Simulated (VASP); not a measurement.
# KI (I4/mmm) in VASP: further runs, part 2 of 3

VASP 6.6.1. Earlier steps stand in the parts before.

### 3 Single point, PBEsol (strain +0.000 along x and y, -0.040 along z)

Contents of INCAR:

```
SYSTEM = KI
  ALGO = Normal
  EDIFF = 1E-7
  ENCUT = 520
  GGA = PS
  ISIF = 2
  ISMEAR = 0
  LASPH = .True.
  LCHARG = .True.
  LELF = .True.
  LREAL = .False.
  LVHAR = .True.
  LWAVE = .False.
  NBANDS = 15
  NELM = 60
  PREC = Accurate
  SIGMA = 0.05
```

Contents of KPOINTS:

```
k-points
0
Gamma
  6 6 6
  0 0 0
```

Contents of POSCAR:

```
KI
1.0
    0.0000000000      3.5245500000      3.3835680000
    3.5245500000      0.0000000000      3.3835680000
    3.5245500000      3.5245500000      0.0000000000
K I
1 1
Direct
    0.0000000000      0.0000000000      0.0000000000
    0.5000000000      0.5000000000      0.5000000000
```

Potentials or basis: VASP PAW PBE potentials, release 64 (K_sv, I).

Run with:

```
cat potpaw_PBE.64/K_sv/POTCAR potpaw_PBE.64/I/POTCAR > POTCAR
mpirun -np 1 vasp_std > vasp.out
```

OUTCAR:

```text
SYSTEM = KI
   EDIFF = 1E-7
   ENCUT = 520
   GGA = PS
   ISIF = 2
   ISMEAR = 0
   LASPH = .True.
   LREAL = .False.
   NELM = 60
   PREC = Accurate

 ion  position               nearest neighbor table
   1  0.000  0.000  0.000-   2 3.38   2 3.38   2 3.52   2 3.52   2 3.52   2 3.52
   2  0.500  0.500  0.500-   1 3.38   1 3.38   1 3.52   1 3.52   1 3.52   1 3.52

  LATTYP: Found a body centered tetragonal cell.
 ALAT       =     4.9844664113
 C/A-ratio  =     1.3576450199

  Lattice vectors:

 A1 = (   0.0000000000,  -3.5245500000,  -3.3835680000)
 A2 = (   0.0000000000,   3.5245500000,  -3.3835680000)
 A3 = (   3.5245500000,   0.0000000000,   3.3835680000)

Analysis of symmetry for initial positions (statically):
=====================================================================
 Subroutine PRICEL returns:
 Original cell was already a primitive cell.

 Routine SETGRP: Setting up the symmetry group for a
 body centered tetragonal supercell.

 Subroutine GETGRP returns: Found 16 space group operations
 (whereof 16 operations were pure point group operations)
 out of a pool of 16 trial point group operations.

The static configuration has the point symmetry D_4h.

Analysis of symmetry for dynamics (positions and initial velocities):
=====================================================================
 Subroutine PRICEL returns:
 Original cell was already a primitive cell.

 Routine SETGRP: Setting up the symmetry group for a
 body centered tetragonal supercell.

 Subroutine GETGRP returns: Found 16 space group operations
 (whereof 16 operations were pure point group operations)
 out of a pool of 16 trial point group operations.

The dynamic configuration has the point symmetry D_4h.

 Subroutine INISYM returns: Found 16 space group operations
 (whereof 16 operations are pure point group operations),
 and found     1 'primitive' translations

----------------------------------------------------------------------------------------

                                     Primitive cell

  volume of cell :      84.0644

  direct lattice vectors                    reciprocal lattice vectors
     0.000000000  3.524550000  3.383568000    -0.141862082  0.141862082  0.147773002
     3.524550000  0.000000000  3.383568000     0.141862082 -0.141862082  0.147773002
     3.524550000  3.524550000  0.000000000     0.141862082  0.141862082 -0.147773002

  length of vectors
     4.885794215  4.885794215  4.984466411     0.249171749  0.249171749  0.249171749

  position of ions in fractional coordinates (direct lattice)
     0.000000000  0.000000000  0.000000000
     0.500000000  0.500000000  0.500000000

  ion indices of the primitive-cell ions
   primitive index   ion index
                 1           1
                 2           2

----------------------------------------------------------------------------------------

 KPOINTS: k-points

Automatic generation of k-mesh.
 Grid dimensions read from file:
 generate k-points for:    6    6    6

 Generating k-lattice:

  Cartesian coordinates                     Fractional coordinates (reciprocal lattice)
[... 41 lines left out ...]
 [... further k-points ...]
   k-points           NKPTS =     30   k-points in BZ     NKDIM =     30   number of bands    NBANDS=     15
   number of dos      NEDOS =    301   number of ions     NIONS =      2
   total plane-waves  NPLWV =  51840
   dimension x,y,z NGX =    36 NGY =   36 NGZ =   40
   dimension x,y,z NGXF=    72 NGYF=   72 NGZF=   80
   ions per type =               1   1
   NGX,Y,Z   is equivalent  to a cutoff of  12.25, 12.25, 13.34 a.u.
   NGXF,Y,Z  is equivalent  to a cutoff of  24.50, 24.50, 26.68 a.u.
 SYSTEM =  KI
   PREC   = accura    normal or accurate (medium, high low for compatibility)
   ISTART =      0    job   : 0-new  1-cont  2-samecut
   ICHARG =      2    charge: 1-file 2-atom 10-const
   ISPIN  =      1    spin polarized calculation?
   LNONCOLLINEAR =      F non collinear calculations
   LSORBIT =      F    spin-orbit coupling
   LASPH  =      T    aspherical Exc in radial PAW
   ENCUT  =  520.0 eV  38.22 Ry    6.18 a.u.   9.08  9.08  9.27*2*pi/ulx,y,z
   NELM   =     60;   NELMIN=  2; NELMDL= -5     # of ELM steps
   EDIFF  = 0.1E-06   stopping-criterion for ELM
   LREAL  =      F    real-space projection
   EDIFFG = 0.1E-05   stopping-criterion for IOM
   NSW    =      0    number of steps for IOM
   IBRION =     -1    ionic relax: 0-MD 1-quasi-New 2-CG
   NFREE  =      0    steps in history (QN), initial steepest desc. (CG)
   ISIF   =      2    stress and relaxation
   ISYM   =      2    0-nonsym 1-usesym 2-fastsym
   POTIM  = 0.5000    time-step for ionic-motion
   TEBEG  =    0.0;   TEEND  =   0.0 temperature during run
   PSTRESS=    0.0 pullay stress
   NELECT =      16.0000    total number of electrons
   NUPDOWN=      -1.0000    fix difference up-down
   EMIN   =  10.00;   EMAX   =-10.00  energy-range for DOS
   EFERMI =   0.00;   METHOD = LEGACY
   ISMEAR =     0;   SIGMA  =   0.05  broadening in eV -4-tet -1-fermi 0-gaus
   EFERMI_NEDOS =   21; number of points for ismear=-14 and -15
   IALGO  =     38    algorithm
   IMIX   =      4    mixing-type and parameters
     AMIX     =   0.40;   BMIX     =  1.00
     AMIX_MAG =   1.60;   BMIX_MAG =  1.00
  volume/ion in A,a.u.               =      42.03       283.65
  Fermi-wavevector in a.u.,A,eV,Ry     =   0.941696  1.779547 12.065530  0.886791
  Thomas-Fermi vector in A             =   2.069232
   LORBIT       =      0    0 simple, 1 ext, 2 COOP (PROOUT), +10 PAW based schemes
   GGA     = PS    functional components
   LHFCALC =     F    Hartree Fock is set to
   AEXX    =    0.0000 exact exchange contribution
   IVDW    =     0    specifies the selected vdW correction
   LEPSILON=     F    determine dielectric tensor
   LRPA    =     F    only Hartree local field effects (RPA)
 non-spin polarized calculation
 Gauss-broadening in eV      SIGMA  =   0.05
  energy-cutoff  :      520.00
  volume of cell :       84.06
 maximum number of plane-waves:      2304
   NGX = 19   NGY = 19   NGZ = 19

 number of electron      15.9999998 magnetization

 Free energy of the ion-electron system (eV)
  ---------------------------------------------------
  ext. energy  EPLUGINS =         0.00000000
  ---------------------------------------------------
  free energy    TOTEN  =        -5.80433027 eV

  energy without entropy =       -5.80433027  energy(sigma->0) =       -5.80433027

 E-fermi :   0.0222     XC(G=0):  -7.5355

 val. band max:       -0.2415061579   @ k =   0.0000   0.0000   0.0000
 cond. band min:       3.6599807574   @ k =   0.0000   0.0000   0.0000
 fundamental gap:      3.9014869153
 Fermi energy:         0.0221841155

 k-point     1 :       0.0000    0.0000    0.0000
  band No.  band energies     occupation
      1     -28.4978      2.00000
      2     -12.0648      2.00000
      3     -12.0558      2.00000
      4     -12.0558      2.00000
      5     -10.8700      2.00000
      6      -0.2599      2.00000
      7      -0.2599      2.00000
      8      -0.2415      2.00000
      9       3.6600      0.00000
     10       6.0612      0.00000
     11       6.0612      0.00000
     12       6.3225      0.00000
     13       6.8308      0.00000
     14       7.0171      0.00000
[... 401 lines left out ...]
      2     -12.1460      2.00000
      3     -12.0939      2.00000
      4     -12.0745      2.00000
      5     -10.6503      2.00000
      6      -1.3290      2.00000
      7      -0.8259      2.00000
      8      -0.6304      2.00000
      9       4.9309      0.00000
     10       6.0237      0.00000
     11       7.4849      0.00000
     12       7.9685      0.00000
     13       8.7016      0.00000
     14       9.1587      0.00000
     15       9.6062      0.00000

 [... further k-points ...]

------------------------ aborting loop because EDIFF is reached ----------------------------------------

  FORCE on cell =-STRESS in cart. coord.  units (eV):
  Direction    XX          YY          ZZ          XY          YZ          ZX
  --------------------------------------------------------------------------------------
  -------------------------------------------------------------------------------------
  Total       -0.0187426     -0.0187426      0.6837197      0.0000000      0.0000000      0.0000000
  in kB       -0.3572143     -0.3572143     13.0309601      0.0000000      0.0000000      0.0000000
  external PRESSURE =       4.1055105 kB  Pullay stress =       0.0000000 kB

 VOLUME and BASIS-vectors are now :
 -----------------------------------------------------------------------------
  energy-cutoff  :      520.00
  volume of cell :       84.06
      direct lattice vectors                 reciprocal lattice vectors
     0.000000000  3.524550000  3.383568000    -0.141862082  0.141862082  0.147773002
     3.524550000  0.000000000  3.383568000     0.141862082 -0.141862082  0.147773002
     3.524550000  3.524550000  0.000000000     0.141862082  0.141862082 -0.147773002

 POSITION                                       TOTAL-FORCE (eV/Angst)
 -----------------------------------------------------------------------------------
      0.00000      0.00000      0.00000         0.000000     -0.000000      0.000000
      3.52455      3.52455      3.38357        -0.000000      0.000000      0.000000
 -----------------------------------------------------------------------------------
    total drift:                                0.000000      0.000000      0.000000

  FREE ENERGIE OF THE ION-ELECTRON SYSTEM (eV)
  ---------------------------------------------------
  free  energy   TOTEN  =        -5.8043302662 eV

  energy  without entropy=       -5.8043302662  energy(sigma->0) =       -5.80433027
```

OSZICAR:

```text
N       E                     dE             d eps       ncg     rms          rms(c)
DAV:   1     0.927568735646E+02    0.92757E+02   -0.64517E+03   900   0.907E+02
DAV:   2    -0.267767365759E+00   -0.93025E+02   -0.86098E+02  1145   0.217E+02
DAV:   3    -0.564269030065E+01   -0.53749E+01   -0.53522E+01  1259   0.462E+01
DAV:   4    -0.588265443781E+01   -0.23996E+00   -0.23989E+00  1442   0.879E+00
DAV:   5    -0.588445655273E+01   -0.18021E-02   -0.18021E-02  1265   0.844E-01    0.329E+00
DAV:   6    -0.580696909141E+01    0.77487E-01   -0.81594E-02  1138   0.196E+00    0.233E+00
DAV:   7    -0.580079722965E+01    0.61719E-02   -0.10281E-01  1208   0.181E+00    0.871E-01
DAV:   8    -0.580425045861E+01   -0.34532E-02   -0.13817E-02   963   0.882E-01    0.261E-01
DAV:   9    -0.580407763400E+01    0.17282E-03   -0.49209E-04  1264   0.149E-01    0.949E-02
DAV:  10    -0.580432237094E+01   -0.24474E-03   -0.32592E-04   984   0.936E-02    0.607E-02
DAV:  11    -0.580432867506E+01   -0.63041E-05   -0.31339E-05  1279   0.329E-02    0.103E-02
DAV:  12    -0.580432920697E+01   -0.53191E-06   -0.20739E-06  1182   0.110E-02    0.793E-03
DAV:  13    -0.580433022559E+01   -0.10186E-05   -0.10527E-06  1089   0.589E-03    0.211E-03
DAV:  14    -0.580433026616E+01   -0.40564E-07   -0.78778E-08   942   0.153E-03
   1 F= -.58043303E+01 E0= -.58043303E+01  d E =-.112765E-15
```

stdout:

```text
POSCAR found type information on POSCAR K I
 POSCAR found :  2 types and       2 ions
 scaLAPACK will be used
 -----------------------------------------------------------------------------
|                                                                             |
|                                                                             |
|     You enforced a specific xc type in the INCAR file but a different       |
|     I HOPE YOU KNOW WHAT YOU ARE DOING!                                     |
|                                                                             |
 -----------------------------------------------------------------------------

 LDA part: xc-table for (Slater+PW92), standard interpolation
 POSCAR, INCAR and KPOINTS ok, starting setup
 FFT: planning ... GRIDC
 FFT: planning ... GRID_SOFT
 FFT: planning ... GRID
 WAVECAR not read
 entering main loop
```

Run time: 47 s. Hardware: 1 thread of AMD EPYC 7R43 (Zen 3), shared host; peak memory 0.19 GiB.

Results:

| Item | Value |
| --- | --- |
| Free energy | -5.8043 eV |
| Pressure | 0.4 GPa |
| Band gap on the k mesh | 3.90 eV |

Stress tensor (GPa, compression positive):
```
-0.04  0.00  0.00
 0.00 -0.04  0.00
 0.00  0.00  1.30
```

Levels at points of the mesh, in eV from the valence-band top:
```tsv
k point	band 6	band 7	band 8	band 9	band 10	band 11
(0.00, 0.00, 0.00)	-0.02	-0.02	0.00	3.90	6.30	6.30
(0.50, 0.00, 0.00)	-1.48	-0.41	-0.39	5.41	7.72	7.99
(0.50, 0.50, 0.00)	-1.07	-0.46	-0.46	4.70	5.78	8.18
(0.50, 0.00, 0.50)	-1.13	-0.41	-0.37	4.74	5.77	8.07
```

Caveat: the cell differs from its parent crystal (strain +0.000 along x and y, -0.040 along z); the PAW data sets were made with another functional, which shifts forces and pressure a little; spin-orbit coupling is left out, which moves the levels of the heavy elements.

(Continued in part 3 of 3.)
